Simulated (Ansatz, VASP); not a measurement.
# MnO: VASP beside Ansatz

```
Mn O
1.0
     0.00000    2.06468    2.06468
     2.06468    0.00000    2.06468
     2.06468    2.06468    0.00000
Mn O
1 1
Direct
  0.00000 0.00000 0.00000
  0.50000 0.50000 0.50000
```

Alike in both runs: task single point; functional PBE; k mesh 14 × 14 × 14; occupations gaussian, width 0.05 eV; no spin polarisation.

```csv
,VASP,Ansatz
version,VASP 6.6.1,Ansatz 0.2.0
potentials or method,"VASP PAW PBE potentials, release 64 (Mn_pv, O), cutoff 520 eV","scalar-relativistic, plane waves, PAW"
valence electrons in the cell,19,21
```

VASP gave:

```
gap on the k mesh at the Fermi level (eV) : none
pressure (GPa)                            : -3.8
```

Q: Estimate Ansatz's values.

A: gap on the k mesh at the Fermi level (eV): none; pressure (GPa): -4.7.

A gap of «none» marks a metal or a gap that the smearing closes. VASP's potentials hold 19 valence electrons a cell and Ansatz's 21, so a difference there can come from the potentials and not from the codes.
